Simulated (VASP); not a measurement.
A run of VASP 6.6.1 is set up as follows.

File INCAR:

```
SYSTEM = Zn
PREC = Accurate ; ENCUT = 520
EDIFF = 1E-6 ; ISMEAR = 0
SIGMA = 0.1 ; LREAL = .False.
LASPH = .True. ; NELM = 100
ALGO = Fast ; ISIF = 2
LWAVE = .False. ; LCHARG = .False.
GGA = PE ; NBANDS = 32
```

KPOINTS

```
regular mesh
0
Gamma
  12 12 12
  0 0 0
```

The input POSCAR:

```
Zn
1.0
    3.9282984913      0.0000000000      0.0000000000
    0.0000000000     -3.9282984913      0.0000000000
    0.0000000000      0.0000000000     -3.9282984913
Zn
4
Direct
    0.0000000000      0.5000000000      0.5000000000
    0.5000000000      0.0000000000      0.5000000000
    0.5000000000      0.5000000000      0.0000000000
    0.0000000000      0.0000000000      0.0000000000
```

Potentials or basis: VASP PAW PBE potentials, release 64 (Zn).

Run with:

```bash
$ cat potpaw_PBE.64/Zn/POTCAR > POTCAR
$ mpirun -np 1 vasp_std > vasp.out
```

(1) What does it give for the band gap on the k mesh?

(2) Estimate the pressure.

Results:

(1) zero (band 24 reaches 5.34 eV, above the bottom of band 25 at 1.71 eV).

(2) 0.4 GPa.
